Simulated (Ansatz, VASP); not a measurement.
**One calculation of C, two programs**

```
C
1.0
     2.46125    0.00000    0.00000
    -1.23062    2.13150    0.00000
     0.00000    0.00000    4.07322
C
4
Cartesian
  0.0000 1.4210 -0.0004
  1.2306 0.7105 2.0362
  0.0000 1.4210 1.5238
  1.2306 0.7105 3.5604
```

Change from the starting cell: strained cell.

Alike in both runs: functional PBEsol; k mesh 9 × 9 × 6; occupations gaussian, width 0.02 eV; no spin polarisation.

Ansatz relaxed the structure, and its values are those at the end. VASP's run is a single point on that final structure, the one shown.

```csv
,VASP,Ansatz
version,VASP 6.6.1,Ansatz 0.2.0
potentials or method,"VASP PAW PBE potentials, release 64 (C), cutoff 520 eV","scalar-relativistic, plane waves, PAW"
valence electrons in the cell,16,16
```

|  | VASP | Ansatz | Ansatz less VASP |
| --- | --- | --- | --- |
| gap on the k mesh at the Fermi level (eV) | 2.85 | 2.87 | +0.021 |
| least direct gap on the mesh (eV) | 4.91 | 4.92 | +0.008 |
| pressure (GPa) | 27.0 | 25.5 | -1.44 |

VASP's potentials were made for PBE, not for PBEsol, and Ansatz warns of the same on its side. The functional is the same, so the differences come from potentials, cutoffs and numerics. Ansatz's warnings: stress scf threshold loose.
